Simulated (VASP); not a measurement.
Crystal: KMgF3.

```
CELL_PARAMETERS angstrom
3.98590 0.00000 0.00000
0.00000 3.98590 0.00000
0.00000 0.00000 3.98590
ATOMIC_POSITIONS crystal
K 0.50000 0.50000 0.50000
Mg 0.00000 0.00000 0.00000
F 0.50000 0.00000 0.00000
F 0.00000 0.50000 0.00000
F 0.00000 0.00000 0.50000
```

| Property | Result |
| --- | --- |
| Program | VASP 6.6.1 |
| Task | relaxation of cell and atoms |
| Functional | PBE |
| Dispersion | D4 |
| Potentials or basis | VASP PAW PBE potentials, release 64 (K_sv, Mg, F) |
| Cutoff | 600 eV |
| k mesh | 6 × 6 × 6 |
| Occupations | gaussian, width 0.01 eV |
| Spin | no spin polarisation |

At the start: pressure 2.2 GPa; volume 12.67 Å³/atom.

**Question.** How do energy, volume and symmetry change on relaxing?

**Answer.** Over 3 steps the energy falls by 2.5 meV/atom and the volume is 13.04 Å³/atom (+3.0 %); space group Pm-3m (No. 221, to 0.05 Å).

The path:
| step | energy change (eV) | largest force (eV/Å) | pressure (GPa) | volume (Å³) |
| --- | --- | --- | --- | --- |
| 1 | 0.0000 | 0.0000 | 2.16 | 63.33 |
| 2 | -0.0120 | 0.0000 | 0.31 | 64.91 |
| 3 | -0.0123 | 0.0000 | -0.01 | 65.21 |

Final structure:
```
K Mg F
1.0
     4.02502    0.00000    0.00000
     0.00000    4.02502    0.00000
     0.00000    0.00000    4.02502
K Mg F
1 1 3
Cartesian
  2.0125 2.0125 2.0125
  0.0000 0.0000 0.0000
  2.0125 0.0000 0.0000
  0.0000 2.0125 0.0000
  0.0000 0.0000 2.0125
```
